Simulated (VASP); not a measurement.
# KI (zincblende type) (F-43m) in VASP: a series of runs

The runs below take KI (zincblende type) through single point, with PBE.

Everything below comes from runs of VASP 6.6.1. Logs are shortened: lines on timing, memory, paths and dates and some standing lists are left out, and cuts for length are marked.

## (1) The cell of the first run

The structure is cubic, space group F-43m (No. 216). Conventional cell: a = 7.854 Å, b = 7.854 Å, c = 7.854 Å, α = 90.00°, β = 90.00°, γ = 90.00°. K (site symmetry -43m) has 4 I at 3.40 Å within 4.5 Å. I (site symmetry -43m) has 4 K at 3.40 Å within 4.5 Å.

## (2) Single point, PBE (volume scaled by 0.95)

The input, INCAR:

```
PREC     = Accurate       # precision mode
ENCUT    = 520            # plane-wave cutoff, eV
EDIFF    = 1E-6           # SCF threshold, eV
ISMEAR   = -1             # smearing method
SIGMA    = 0.03           # smearing width, eV
LREAL    = False          # projectors in reciprocal space
LASPH    = True           # aspherical terms in the spheres
NELM     = 60             # most SCF steps
ALGO     = Normal         # electronic algorithm
ISIF     = 2              # what is computed and relaxed
LWAVE    = False          # write WAVECAR
LCHARG   = False          # write CHGCAR
GGA      = PE             # functional
NBANDS   = 15             # bands
```

The input, KPOINTS:

```
regular mesh
0
Gamma
  9 9 9
```

The input, POSCAR:

```
KI
1.0
    0.0000000000      3.9268444777      3.9268444777
    3.9268444777      0.0000000000      3.9268444777
    3.9268444777      3.9268444777      0.0000000000
K I
1 1
Direct
    0.0000000000      0.0000000000      0.0000000000
    0.2500000000      0.2500000000      0.2500000000
```

Potentials or basis: VASP PAW PBE potentials, release 64 (K_sv, I).

Run with:

```
cat potpaw_PBE.64/K_sv/POTCAR potpaw_PBE.64/I/POTCAR > POTCAR
mpirun -np 1 vasp_std > vasp.out
```

OUTCAR:

```text
PREC = Accurate
   ENCUT = 520
   EDIFF = 1E-6
   ISMEAR = -1
   LREAL = False
   LASPH = True
   NELM = 60
   ISIF = 2
   GGA = PE

 ion  position               nearest neighbor table
   1  0.000  0.000  0.000-   2 3.40   2 3.40   2 3.40   2 3.40
   2  0.250  0.250  0.250-   1 3.40   1 3.40   1 3.40   1 3.40

  LATTYP: Found a face centered cubic cell.
 ALAT       =     7.8536889554

  Lattice vectors:

 A1 = (   0.0000000000,   3.9268444777,   3.9268444777)
 A2 = (   3.9268444777,   0.0000000000,   3.9268444777)
 A3 = (   3.9268444777,   3.9268444777,   0.0000000000)

Analysis of symmetry for initial positions (statically):
=====================================================================
 Subroutine PRICEL returns:
 Original cell was already a primitive cell.

 Routine SETGRP: Setting up the symmetry group for a
 face centered cubic supercell.

 Subroutine GETGRP returns: Found 24 space group operations
 (whereof 24 operations were pure point group operations)
 out of a pool of 48 trial point group operations.

The static configuration has the point symmetry T_d .

Analysis of symmetry for dynamics (positions and initial velocities):
=====================================================================
 Subroutine PRICEL returns:
 Original cell was already a primitive cell.

 Routine SETGRP: Setting up the symmetry group for a
 face centered cubic supercell.

 Subroutine GETGRP returns: Found 24 space group operations
 (whereof 24 operations were pure point group operations)
 out of a pool of 48 trial point group operations.

The dynamic configuration has the point symmetry T_d .

 Subroutine INISYM returns: Found 24 space group operations
 (whereof 24 operations are pure point group operations),
 and found     1 'primitive' translations

----------------------------------------------------------------------------------------

                                     Primitive cell

  volume of cell :     121.1047

  direct lattice vectors                    reciprocal lattice vectors
     0.000000000  3.926844478  3.926844478    -0.127328699  0.127328699  0.127328699
     3.926844478  0.000000000  3.926844478     0.127328699 -0.127328699  0.127328699
     3.926844478  3.926844478  0.000000000     0.127328699  0.127328699 -0.127328699

  length of vectors
     5.553396718  5.553396718  5.553396718     0.220539777  0.220539777  0.220539777

  position of ions in fractional coordinates (direct lattice)
     0.000000000  0.000000000  0.000000000
     0.250000000  0.250000000  0.250000000

  ion indices of the primitive-cell ions
   primitive index   ion index
                 1           1
                 2           2

----------------------------------------------------------------------------------------

 KPOINTS: regular mesh

Automatic generation of k-mesh.
 Grid dimensions read from file:
 generate k-points for:    9    9    9

 Generating k-lattice:

  Cartesian coordinates                     Fractional coordinates (reciprocal lattice)
    -0.014147633  0.014147633  0.014147633     0.111111111  0.000000000  0.000000000
     0.014147633 -0.014147633  0.014147633     0.000000000  0.111111111  0.000000000
     0.014147633  0.014147633 -0.014147633     0.000000000  0.000000000  0.111111111

  Length of vectors
     0.024504420  0.024504420  0.024504420

  Shift w.r.t. Gamma in fractional coordinates (k-lattice)
     0.000000000  0.000000000  0.000000000

 Subroutine IBZKPT returns following result:
 ===========================================

 Found     35 irreducible k-points:

 Following reciprocal coordinates:
            Coordinates               Weight
  0.000000  0.000000  0.000000      1.000000
  0.111111  0.000000  0.000000      8.000000
  0.222222  0.000000  0.000000      8.000000
  0.333333  0.000000  0.000000      8.000000
  0.444444  0.000000  0.000000      8.000000
  0.111111  0.111111  0.000000      6.000000
[... 16 lines left out ...]
 -0.333333  0.333333  0.000000     12.000000
  0.444444  0.444444  0.000000      6.000000
 [... further k-points ...]
   k-points           NKPTS =     35   k-points in BZ     NKDIM =     35   number of bands    NBANDS=     15
   number of dos      NEDOS =    301   number of ions     NIONS =      2
   total plane-waves  NPLWV =  74088
   dimension x,y,z NGX =    42 NGY =   42 NGZ =   42
   dimension x,y,z NGXF=    84 NGYF=   84 NGZF=   84
   ions per type =               1   1
   NGX,Y,Z   is equivalent  to a cutoff of  12.57, 12.57, 12.57 a.u.
   NGXF,Y,Z  is equivalent  to a cutoff of  25.15, 25.15, 25.15 a.u.
 SYSTEM =  unknown system
   PREC   = accura    normal or accurate (medium, high low for compatibility)
   ISTART =      0    job   : 0-new  1-cont  2-samecut
   ICHARG =      2    charge: 1-file 2-atom 10-const
   ISPIN  =      1    spin polarized calculation?
   LNONCOLLINEAR =      F non collinear calculations
   LSORBIT =      F    spin-orbit coupling
   LASPH  =      T    aspherical Exc in radial PAW
   ENCUT  =  520.0 eV  38.22 Ry    6.18 a.u.  10.33 10.33 10.33*2*pi/ulx,y,z
   NELM   =     60;   NELMIN=  2; NELMDL= -5     # of ELM steps
   EDIFF  = 0.1E-05   stopping-criterion for ELM
   LREAL  =      F    real-space projection
   EDIFFG = 0.1E-04   stopping-criterion for IOM
   NSW    =      0    number of steps for IOM
   IBRION =     -1    ionic relax: 0-MD 1-quasi-New 2-CG
   NFREE  =      0    steps in history (QN), initial steepest desc. (CG)
   ISIF   =      2    stress and relaxation
   ISYM   =      2    0-nonsym 1-usesym 2-fastsym
   POTIM  = 0.5000    time-step for ionic-motion
   TEBEG  =    0.0;   TEEND  =   0.0 temperature during run
   PSTRESS=    0.0 pullay stress
   NELECT =      16.0000    total number of electrons
   NUPDOWN=      -1.0000    fix difference up-down
   EMIN   =  10.00;   EMAX   =-10.00  energy-range for DOS
   EFERMI =   0.00;   METHOD = LEGACY
   ISMEAR =    -1;   SIGMA  =   0.03  broadening in eV -4-tet -1-fermi 0-gaus
   EFERMI_NEDOS =   21; number of points for ismear=-14 and -15
   IALGO  =     38    algorithm
   IMIX   =      4    mixing-type and parameters
     AMIX     =   0.40;   BMIX     =  1.00
     AMIX_MAG =   1.60;   BMIX_MAG =  1.00
  volume/ion in A,a.u.               =      60.55       408.63
  Fermi-wavevector in a.u.,A,eV,Ry     =   0.833799  1.575651  9.459042  0.695220
  Thomas-Fermi vector in A             =   1.947083
   LORBIT       =      0    0 simple, 1 ext, 2 COOP (PROOUT), +10 PAW based schemes
   GGA     = PE    functional components
   LHFCALC =     F    Hartree Fock is set to
   AEXX    =    0.0000 exact exchange contribution
   IVDW    =     0    specifies the selected vdW correction
   LEPSILON=     F    determine dielectric tensor
   LRPA    =     F    only Hartree local field effects (RPA)
 non-spin polarized calculation
  energy-cutoff  :      520.00
  volume of cell :      121.10
 maximum number of plane-waves:      3287
 NGX is ok and might be reduce to    42
   NGX = 21   NGY = 21   NGZ = 21

 number of electron      16.0000000 magnetization

 Free energy of the ion-electron system (eV)
  ---------------------------------------------------
  ext. energy  EPLUGINS =         0.00000000
  ---------------------------------------------------
  free energy    TOTEN  =        -5.37887990 eV

  energy without entropy =       -5.37887990  energy(sigma->0) =       -5.37887990

 E-fermi :  -1.2797     XC(G=0):  -5.8271

 val. band max:       -2.0928041442   @ k =  -0.1111   0.1111   0.0000
 cond. band min:       1.8835350282   @ k =   0.0000   0.0000   0.0000
 fundamental gap:      3.9763391724
 Fermi energy:        -1.2797020422

 k-point     1 :       0.0000    0.0000    0.0000
  band No.  band energies     occupation
      1     -30.4857      2.00000
      2     -13.9850      2.00000
      3     -13.9850      2.00000
      4     -13.9850      2.00000
      5     -12.1226      2.00000
      6      -2.0966      2.00000
      7      -2.0966      2.00000
      8      -2.0966      2.00000
      9       1.8835      0.00000
     10       5.4849      0.00000
     11       5.4849      0.00000
     12       6.1406      0.00000
     13       6.1406      0.00000
     14       6.1406      0.00000
     15       7.1621      0.00000

 k-point     2 :       0.1111    0.0000    0.0000
  band No.  band energies     occupation
      1     -30.4856      2.00000
      2     -13.9934      2.00000
      3     -13.9854      2.00000
      4     -13.9854      2.00000
      5     -12.1089      2.00000
      6      -2.1674      2.00000
      7      -2.0971      2.00000
      8      -2.0971      2.00000
      9       2.0777      0.00000
     10       5.3482      0.00000
     11       5.3482      0.00000
     12       5.9602      0.00000
     13       6.3301      0.00000
     14       6.3301      0.00000
     15       6.8664      0.00000

 k-point     3 :       0.2222    0.0000    0.0000
  band No.  band energies     occupation
      1     -30.4855      2.00000
      2     -14.0141      2.00000
      3     -13.9865      2.00000
      4     -13.9865      2.00000
      5     -12.0748      2.00000
      6      -2.3257      2.00000
      7      -2.0983      2.00000
      8      -2.0983      2.00000
      9       2.5677      0.00000
     10       5.1737      0.00000
     11       5.1737      0.00000
     12       5.5257      0.00000
     13       6.4519      0.00000
     14       6.5310      0.00000
     15       6.5310      0.00000

 k-point     4 :       0.3333    0.0000    0.0000
  band No.  band energies     occupation
      1     -30.4853      2.00000
      2     -14.0367      2.00000
      3     -13.9876      2.00000
      4     -13.9876      2.00000
      5     -12.0369      2.00000
      6      -2.4783      2.00000
      7      -2.1000      2.00000
      8      -2.1000      2.00000
      9       3.1407      0.00000
     10       4.9818      0.00000
     11       5.0847      0.00000
     12       5.0847      0.00000
     13       6.4608      0.00000
     14       6.5112      0.00000
     15       6.5112      0.00000
[... 307 lines left out ...]
 k-point    22 :      -0.4444    0.3333    0.0000
  band No.  band energies     occupation
      1     -30.4850      2.00000
      2     -14.0629      2.00000
      3     -13.9956      2.00000
      4     -13.9918      2.00000
      5     -11.9783      2.00000
      6      -2.5115      2.00000
      7      -2.2585      2.00000
      8      -2.1343      2.00000
      9       3.4698      0.00000
     10       4.2903      0.00000
     11       5.4628      0.00000
     12       5.7038      0.00000
     13       6.4989      0.00000
     14       6.7949      0.00000
     15       7.0747      0.00000

 k-point    23 :      -0.3333    0.3333    0.0000
  band No.  band energies     occupation
      1     -30.4850      2.00000
      2     -14.0605      2.00000
      3     -13.9967      2.00000
      4     -13.9907      2.00000
      5     -11.9820      2.00000
      6      -2.4309      2.00000
      7      -2.3488      2.00000
      8      -2.1204      2.00000
      9       3.6902      0.00000
     10       4.2853      0.00000
     11       5.3151      0.00000
     12       5.3406      0.00000
     13       6.5352      0.00000
     14       6.7971      0.00000
     15       7.0989      0.00000

 k-point    24 :       0.4444    0.4444    0.0000
  band No.  band energies     occupation
      1     -30.4850      2.00000
      2     -14.0649      2.00000
      3     -13.9930      2.00000
      4     -13.9930      2.00000
      5     -11.9773      2.00000
      6      -2.5895      2.00000
      7      -2.1493      2.00000
      8      -2.1493      2.00000
      9       3.2226      0.00000
     10       4.2145      0.00000
     11       5.6982      0.00000
     12       6.3399      0.00000
     13       6.3399      0.00000
     14       6.6980      0.00000
     15       7.0832      0.00000

 [... further k-points ...]

------------------------ aborting loop because EDIFF is reached ----------------------------------------

  FORCE on cell =-STRESS in cart. coord.  units (eV):
  Direction    XX          YY          ZZ          XY          YZ          ZX
  --------------------------------------------------------------------------------------
  -------------------------------------------------------------------------------------
  Total        0.3367069      0.3367069      0.3367069      0.0000000      0.0000000      0.0000000
  in kB        4.4545264      4.4545264      4.4545264      0.0000000      0.0000000      0.0000000
  external PRESSURE =       4.4545264 kB  Pullay stress =       0.0000000 kB

 VOLUME and BASIS-vectors are now :
 -----------------------------------------------------------------------------
  energy-cutoff  :      520.00
  volume of cell :      121.10
      direct lattice vectors                 reciprocal lattice vectors
     0.000000000  3.926844478  3.926844478    -0.127328699  0.127328699  0.127328699
     3.926844478  0.000000000  3.926844478     0.127328699 -0.127328699  0.127328699
     3.926844478  3.926844478  0.000000000     0.127328699  0.127328699 -0.127328699

 POSITION                                       TOTAL-FORCE (eV/Angst)
 -----------------------------------------------------------------------------------
      0.00000      0.00000      0.00000        -0.000000      0.000000     -0.000000
      1.96342      1.96342      1.96342         0.000000     -0.000000      0.000000
 -----------------------------------------------------------------------------------
    total drift:                               -0.000000     -0.000000     -0.000000

  FREE ENERGIE OF THE ION-ELECTRON SYSTEM (eV)
  ---------------------------------------------------
  free  energy   TOTEN  =        -5.3788799013 eV

  energy  without entropy=       -5.3788799013  energy(sigma->0) =       -5.37887990
```

It took 57 s on 1 thread of Intel Xeon Platinum 8259CL at 2.50GHz (Skylake/Cascade Lake), shared host; peak memory 0.27 GiB.

Results:

| Item | Value |
| --- | --- |
| Free energy | -5.3789 eV |
| Pressure | 0.4 GPa |
| Band gap on the k mesh | 3.98 eV, indirect (the least direct gap lies 3.8 meV higher) |

Caveat: spin-orbit coupling is left out, which moves the levels of the heavy elements.

(Continued in part 2 of 2.)
